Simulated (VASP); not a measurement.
# Sb (P6_3/mmc) in VASP: notebook

Runs on Sb. Level: PBE. Tasks: single point.

All numbers are computed with VASP 6.6.1; they aren't measurements. Logs are shortened: lines on timing, memory, paths and dates and some standing lists are left out, and cuts for length are marked.

### 1 The cell of the first run

Symmetry: P6_3/mmc, No. 194, hexagonal system. The conventional cell has a = 3.369 Å, b = 3.369 Å, c = 5.578 Å, α = 90.00°, β = 90.00°, γ = 120.00°. Sb (site symmetry -6m2) has 12 Sb at 3.37 to 3.40 Å within 4.4 Å.

### 2 Single point, PBE

Contents of INCAR:

```
PREC = Accurate
ENCUT = 500
EDIFF = 1E-6
ISMEAR = -1
SIGMA = 0.1
LREAL = False
LASPH = True
NELM = 120
ALGO = Normal
ISIF = 2
LWAVE = False
LCHARG = False
GGA = PE
NBANDS = 12
GGA_COMPAT = False
```

Contents of KPOINTS:

```
Automatic mesh
0
Gamma
  6 6 3
```

Contents of POSCAR:

```
Sb
1.0
    3.3687506112      0.0000000000      0.0000000000
   -1.6843753056      2.9174236083      0.0000000000
    0.0000000000      0.0000000000      5.5783622319
Sb
2
Direct
    0.3333333333      0.6666666667      0.2500000000
    0.6666666667      0.3333333333      0.7500000000
```

Potentials or basis: VASP PAW PBE potentials, release 64 (Sb).

Run with:

```console
$ cat potpaw_PBE.64/Sb/POTCAR > POTCAR
$ mpirun -np 1 vasp_std > vasp.out
```

OUTCAR:

```text
PREC = Accurate
   ENCUT = 500
   EDIFF = 1E-6
   ISMEAR = -1
   LREAL = False
   LASPH = True
   NELM = 120
   ISIF = 2
   GGA = PE

 ion  position               nearest neighbor table
   1  0.333  0.667  0.250-   2 3.40   2 3.40   2 3.40   2 3.40   2 3.40   2 3.40
   2  0.667  0.333  0.750-   1 3.40   1 3.40   1 3.40   1 3.40   1 3.40   1 3.40

  LATTYP: Found a hexagonal cell.
 ALAT       =     3.3687506112
 C/A-ratio  =     1.6559142768

  Lattice vectors:

 A1 = (   3.3687506112,   0.0000000000,   0.0000000000)
 A2 = (  -1.6843753056,   2.9174236083,   0.0000000000)
 A3 = (   0.0000000000,   0.0000000000,   5.5783622319)

Analysis of symmetry for initial positions (statically):
=====================================================================
 Subroutine PRICEL returns:
 Original cell was already a primitive cell.

 Routine SETGRP: Setting up the symmetry group for a
 hexagonal supercell.

 Subroutine GETGRP returns: Found 24 space group operations
 (whereof 12 operations were pure point group operations)
 out of a pool of 24 trial point group operations.

The static configuration has the point symmetry D_3d.
 The point group associated with its full space group is D_6h.

Analysis of symmetry for dynamics (positions and initial velocities):
=====================================================================
 Subroutine PRICEL returns:
 Original cell was already a primitive cell.

 Routine SETGRP: Setting up the symmetry group for a
 hexagonal supercell.

 Subroutine GETGRP returns: Found 24 space group operations
 (whereof 12 operations were pure point group operations)
 out of a pool of 24 trial point group operations.

The dynamic configuration has the point symmetry D_3d.
 The point group associated with its full space group is D_6h.

 Subroutine INISYM returns: Found 24 space group operations
 (whereof 12 operations are pure point group operations),
 and found     1 'primitive' translations

----------------------------------------------------------------------------------------

                                     Primitive cell

  volume of cell :      54.8245

  direct lattice vectors                    reciprocal lattice vectors
     3.368750611  0.000000000  0.000000000     0.296845957  0.171384093  0.000000000
[... 79 lines left out ...]
   IBRION =     -1    ionic relax: 0-MD 1-quasi-New 2-CG
   NFREE  =      0    steps in history (QN), initial steepest desc. (CG)
   ISIF   =      2    stress and relaxation
   ISYM   =      2    0-nonsym 1-usesym 2-fastsym
   POTIM  = 0.5000    time-step for ionic-motion
   TEBEG  =    0.0;   TEEND  =   0.0 temperature during run
   PSTRESS=    0.0 pullay stress
   NELECT =      10.0000    total number of electrons
   NUPDOWN=      -1.0000    fix difference up-down
   EMIN   =  10.00;   EMAX   =-10.00  energy-range for DOS
   EFERMI =   0.00;   METHOD = LEGACY
   ISMEAR =    -1;   SIGMA  =   0.10  broadening in eV -4-tet -1-fermi 0-gaus
   EFERMI_NEDOS =   21; number of points for ismear=-14 and -15
   IALGO  =     38    algorithm
   IMIX   =      4    mixing-type and parameters
     AMIX     =   0.40;   BMIX     =  1.00
     AMIX_MAG =   1.60;   BMIX_MAG =  1.00
  volume/ion in A,a.u.               =      27.41       184.99
  Fermi-wavevector in a.u.,A,eV,Ry     =   0.928431  1.754481 11.728015  0.861985
  Thomas-Fermi vector in A             =   2.054607
   LORBIT       =      0    0 simple, 1 ext, 2 COOP (PROOUT), +10 PAW based schemes
   GGA     = PE    functional components
   LHFCALC =     F    Hartree Fock is set to
   AEXX    =    0.0000 exact exchange contribution
   IVDW    =     0    specifies the selected vdW correction
   LEPSILON=     F    determine dielectric tensor
   LRPA    =     F    only Hartree local field effects (RPA)
 non-spin polarized calculation
  energy-cutoff  :      500.00
  volume of cell :       54.82
 maximum number of plane-waves:      1404
 NGX is ok and might be reduce to    28
   NGX = 13   NGY = 13   NGZ = 21

 number of electron      10.0000000 magnetization

 Free energy of the ion-electron system (eV)
  ---------------------------------------------------
  ext. energy  EPLUGINS =         0.00000000
  ---------------------------------------------------
  free energy    TOTEN  =        -7.79519622 eV

  energy without entropy =       -7.76801266  energy(sigma->0) =       -7.78160444

 E-fermi :   8.3102     XC(G=0): -10.1537

 val. band max:        8.1806498827   @ k =   0.5000  -0.0000   0.0000
 cond. band min:       8.4905040485   @ k =   0.5000  -0.0000   0.3333
 fundamental gap:      0.3098541657
 Fermi energy:         8.3101553092

 k-point     1 :       0.0000    0.0000    0.0000
  band No.  band energies     occupation
      1      -4.4951      2.00000
      2      -0.9608      2.00000
      3       2.5572      2.00000
      4      11.9371      0.00000
      5      11.9371      0.00000
      6      13.3414      0.00000
      7      13.4724      0.00000
      8      13.4724      0.00000
      9      16.0663      0.00000
     10      17.2380      0.00000
     11      18.2139      0.00000
     12      18.2139      0.00000
[... 181 lines left out ...]
 k-point    14 :       0.3333    0.3333    0.3333
  band No.  band energies     occupation
      1       0.4004      2.00000
      2       0.4004      2.00000
      3       4.4689      2.00000
      4       4.4689      2.00000
      5       4.5040      2.00000
      6       5.9484      2.00000
      7      10.1807      0.00000
      8      10.1807      0.00000
      9      14.0544      0.00000
     10      16.6517      0.00000
     11      16.6517      0.00000
     12      18.2770      0.00000

------------------------ aborting loop because EDIFF is reached ----------------------------------------

  FORCE on cell =-STRESS in cart. coord.  units (eV):
  Direction    XX          YY          ZZ          XY          YZ          ZX
  --------------------------------------------------------------------------------------
  -------------------------------------------------------------------------------------
  Total       -0.3104741     -0.3104741      0.1315176      0.0000000      0.0000000      0.0000000
  in kB       -9.0732091     -9.0732091      3.8434342      0.0000000      0.0000000      0.0000000
  external PRESSURE =      -4.7676613 kB  Pullay stress =       0.0000000 kB

 VOLUME and BASIS-vectors are now :
 -----------------------------------------------------------------------------
  energy-cutoff  :      500.00
  volume of cell :       54.82
      direct lattice vectors                 reciprocal lattice vectors
     3.368750611  0.000000000  0.000000000     0.296845957  0.171384093  0.000000000
    -1.684375306  2.917423608  0.000000000     0.000000000  0.342768187  0.000000000
     0.000000000  0.000000000  5.578362232     0.000000000  0.000000000  0.179264085

 POSITION                                       TOTAL-FORCE (eV/Angst)
 -----------------------------------------------------------------------------------
     -0.00000      1.94495      1.39459        -0.000000      0.000000      0.000000
      1.68438      0.97247      4.18377         0.000000     -0.000000      0.000000
 -----------------------------------------------------------------------------------
    total drift:                               -0.000000      0.000000      0.000000

  FREE ENERGIE OF THE ION-ELECTRON SYSTEM (eV)
  ---------------------------------------------------
  free  energy   TOTEN  =        -7.7951962208 eV

  energy  without entropy=       -7.7680126580  energy(sigma->0) =       -7.78160444
```

OSZICAR:

```text
N       E                     dE             d eps       ncg     rms          rms(c)
DAV:   1     0.322123983901E+02    0.32212E+02   -0.33826E+03   336   0.631E+02
DAV:   2    -0.618869291078E+01   -0.38401E+02   -0.37239E+02   432   0.990E+01
DAV:   3    -0.779447075098E+01   -0.16058E+01   -0.15928E+01   432   0.239E+01
DAV:   4    -0.780532094017E+01   -0.10850E-01   -0.10849E-01   376   0.247E+00
DAV:   5    -0.780543873907E+01   -0.11780E-03   -0.11780E-03   408   0.271E-01    0.235E+00
DAV:   6    -0.779851662519E+01    0.69221E-02   -0.47390E-03   364   0.346E-01    0.133E+00
DAV:   7    -0.779514163783E+01    0.33750E-02   -0.91506E-03   372   0.484E-01    0.569E-02
DAV:   8    -0.779519578341E+01   -0.54146E-04   -0.19304E-04   400   0.967E-02    0.121E-02
DAV:   9    -0.779519777465E+01   -0.19912E-05   -0.42654E-06   388   0.146E-02    0.289E-03
DAV:  10    -0.779519663770E+01    0.11370E-05   -0.37281E-07   236   0.325E-03    0.179E-03
DAV:  11    -0.779519622085E+01    0.41685E-06   -0.46009E-08   212   0.141E-03
   1 F= -.77951962E+01 E0= -.77816044E+01  d E =-.271836E-01
```

Run time: 14 s. Hardware: 1 thread of Intel Xeon 8259CL, shared host; peak memory 0.17 GiB.

What came out:

```
Free energy            : -7.7952 eV
Pressure               : -0.5 GPa
Band gap on the k mesh : zero (band 5 reaches 12.30 eV, above the bottom of band 6 at 5.95 eV)
```

Caveat: the k points lie up to 0.38 Å⁻¹ apart; spin-orbit coupling is left out, which moves the levels of the heavy elements.

### 3 Single point, PBE (volume scaled by 0.88)

Contents of INCAR:

```
  PREC = Accurate
  ENCUT = 520
  EDIFF = 1E-6
  ISMEAR = -1
  SIGMA = 0.1
  LREAL = False
  LASPH = True
  NELM = 100
  ALGO = Normal
  ISIF = 2
  LWAVE = False
  LCHARG = False
  GGA = PE
  NBANDS = 12
```

Contents of KPOINTS:

```
Automatic mesh
0
Gamma
  12 12 7
```

Contents of POSCAR:

```
Sb
1.0
    3.2282197033      0.0000000000      0.0000000000
   -1.6141098517      2.7957202721      0.0000000000
    0.0000000000      0.0000000000      5.3456551610
Sb
2
Direct
    0.3333333333      0.6666666667      0.2500000000
    0.6666666667      0.3333333333      0.7500000000
```

Potentials or basis: VASP PAW PBE potentials, release 64 (Sb).

Run with:

```console
$ cat potpaw_PBE.64/Sb/POTCAR > POTCAR
$ mpirun -np 1 vasp_std > vasp.out
```

OUTCAR:

```text
PREC = Accurate
   ENCUT = 520
   EDIFF = 1E-6
   ISMEAR = -1
   LREAL = False
   LASPH = True
   NELM = 100
   ISIF = 2
   GGA = PE

 ion  position               nearest neighbor table
   1  0.333  0.667  0.250-   2 3.26   2 3.26   2 3.26   2 3.26   2 3.26   2 3.26
   2  0.667  0.333  0.750-   1 3.26   1 3.26   1 3.26   1 3.26   1 3.26   1 3.26

  LATTYP: Found a hexagonal cell.
 ALAT       =     3.2282197033
 C/A-ratio  =     1.6559142971

  Lattice vectors:

 A1 = (   3.2282197033,   0.0000000000,   0.0000000000)
 A2 = (  -1.6141098517,   2.7957202721,   0.0000000000)
 A3 = (   0.0000000000,   0.0000000000,   5.3456551610)

Analysis of symmetry for initial positions (statically):
=====================================================================
 Subroutine PRICEL returns:
 Original cell was already a primitive cell.

 Routine SETGRP: Setting up the symmetry group for a
 hexagonal supercell.

 Subroutine GETGRP returns: Found 24 space group operations
 (whereof 12 operations were pure point group operations)
 out of a pool of 24 trial point group operations.

[... 175 lines left out ...]
      4      14.3269      0.00000
      5      14.3269      0.00000
      6      16.0610      0.00000
      7      16.1292      0.00000
      8      16.1292      0.00000
      9      18.4443      0.00000
     10      19.1393      0.00000
     11      20.5399      0.00000
     12      20.5399      0.00000
[... 331 lines left out ...]
 k-point    24 :       0.3333   -0.0000    0.1429
  band No.  band energies     occupation
      1      -1.5368      2.00000
      2       1.7791      2.00000
      3       5.6538      2.00000
      4       6.7777      2.00000
      5       9.0742      1.99990
      6      11.2615      0.00001
      7      12.7517      0.00000
      8      14.4404      0.00000
      9      15.2582      0.00000
     10      17.4973      0.00000
     11      18.7895      0.00000
     12      20.3439      0.00000

 [... further k-points ...]

------------------------ aborting loop because EDIFF is reached ----------------------------------------

  FORCE on cell =-STRESS in cart. coord.  units (eV):
  Direction    XX          YY          ZZ          XY          YZ          ZX
  --------------------------------------------------------------------------------------
  -------------------------------------------------------------------------------------
  Total        3.2702404      3.2702404      2.5844878     -0.0000000      0.0000000      0.0000000
  in kB      108.6006758    108.6006758     85.8276703     -0.0000000      0.0000000      0.0000000
  external PRESSURE =     101.0096740 kB  Pullay stress =       0.0000000 kB

 VOLUME and BASIS-vectors are now :
 -----------------------------------------------------------------------------
  energy-cutoff  :      520.00
  volume of cell :       48.25
      direct lattice vectors                 reciprocal lattice vectors
     3.228219703  0.000000000  0.000000000     0.309768260  0.178844788  0.000000000
    -1.614109852  2.795720272  0.000000000     0.000000000  0.357689576  0.000000000
     0.000000000  0.000000000  5.345655161     0.000000000  0.000000000  0.187067809

 POSITION                                       TOTAL-FORCE (eV/Angst)
 -----------------------------------------------------------------------------------
     -0.00000      1.86381      1.33641         0.000000      0.000000      0.000000
      1.61411      0.93191      4.00924        -0.000000     -0.000000      0.000000
 -----------------------------------------------------------------------------------
    total drift:                               -0.000000      0.000000      0.000000

  FREE ENERGIE OF THE ION-ELECTRON SYSTEM (eV)
  ---------------------------------------------------
  free  energy   TOTEN  =        -7.5529074118 eV

  energy  without entropy=       -7.5111398155  energy(sigma->0) =       -7.53202361
```

stdout:

```text
POSCAR found type information on POSCAR Sb
 POSCAR found :  1 types and       2 ions
 scaLAPACK will be used
 LDA part: xc-table for (Slater+PW92), standard interpolation
 POSCAR, INCAR and KPOINTS ok, starting setup
 FFT: planning ... GRIDC
 FFT: planning ... GRID_SOFT
 FFT: planning ... GRID
 WAVECAR not read
 entering main loop
```

Run time: 19 s. Hardware: 1 thread of Intel Xeon Platinum 8259CL at 2.50GHz (Skylake/Cascade Lake), shared host; peak memory 0.18 GiB.

What came out:

- Free energy: -7.5529 eV
- Pressure: 10.1 GPa
- Band gap on the k mesh: zero (band 5 reaches 15.03 eV, above the bottom of band 6 at 6.70 eV)

Levels at points of the mesh, in eV from the Fermi level:
```tsv
k point	band 3	band 4	band 5	band 6	band 7	band 8
(0.00, 0.00, 0.00)	-6.62	4.26	4.26	5.99	6.06	6.06
(0.50, 0.00, 0.00)	-4.63	-3.51	-2.61	-0.36	0.49	4.15
```

Caveat: spin-orbit coupling is left out, which moves the levels of the heavy elements.

(Continued in part 2 of 2.)
